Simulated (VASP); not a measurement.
Crystal: Co.

```
CELL_PARAMETERS angstrom
2.48737 0.00000 0.00000
-1.24368 2.15412 0.00000
0.00000 0.00000 4.06329
ATOMIC_POSITIONS crystal
Co 0.66667 0.33333 0.25986
Co 0.33333 0.66667 0.74014
```

| Item | Value |
| --- | --- |
| Program | VASP 6.6.1 |
| Task | relaxation of cell and atoms |
| Functional | BLYP |
| Dispersion | D3(BJ) |
| Potentials or basis | VASP PAW PBE potentials, release 64 (Co) |
| Cutoff | 600 eV |
| k mesh | 14 × 14 × 8 |
| Occupations | fermi-dirac, width 0.1 eV |
| Spin | collinear spin, ferromagnetic start |
| Starting moments | [2.5, 2.5] μB |

At the start: pressure -5.7 GPa; volume 10.89 Å³/atom.

Problem. How do energy, volume and symmetry change on relaxing?

Solution. Over 8 steps the energy falls by 18.7 meV/atom and the volume is 10.55 Å³/atom (-3.1 %); space group P-3m1 (No. 164, to 0.1 Å) before, P6_3/mmc (No. 194, to 0.1 Å); moment 3.06 μB per cell.

Step by step:
```tsv
step	energy change (eV)	largest force (eV/Å)	pressure (GPa)	volume (Å³)
1	0.0000	0.5590	-5.71	21.77
2	-0.0243	0.2424	6.23	20.57
3	-0.0284	0.3504	2.59	20.89
4	-0.0372	0.0453	0.26	21.07
5	-0.0373	0.0126	0.39	21.06
6	-0.0373	0.0051	0.45	21.05
7	-0.0373	0.0174	-0.35	21.13
8	-0.0374	0.0068	0.00	21.09
```

Final structure:
```yaml
crystal:
  lattice:
    - [2.46944, 0.00000, 0.00000]
    - [-1.23472, 2.13860, 0.00000]
    - [0.00000, 0.00000, 3.99356]
  atoms:
    - { symbol: Co, position: [0.66667, 0.33333, 0.25010] }
    - { symbol: Co, position: [0.33333, 0.66667, 0.74990] }
```

Caveat: the PAW data sets were made with another functional, which shifts forces and pressure a little.
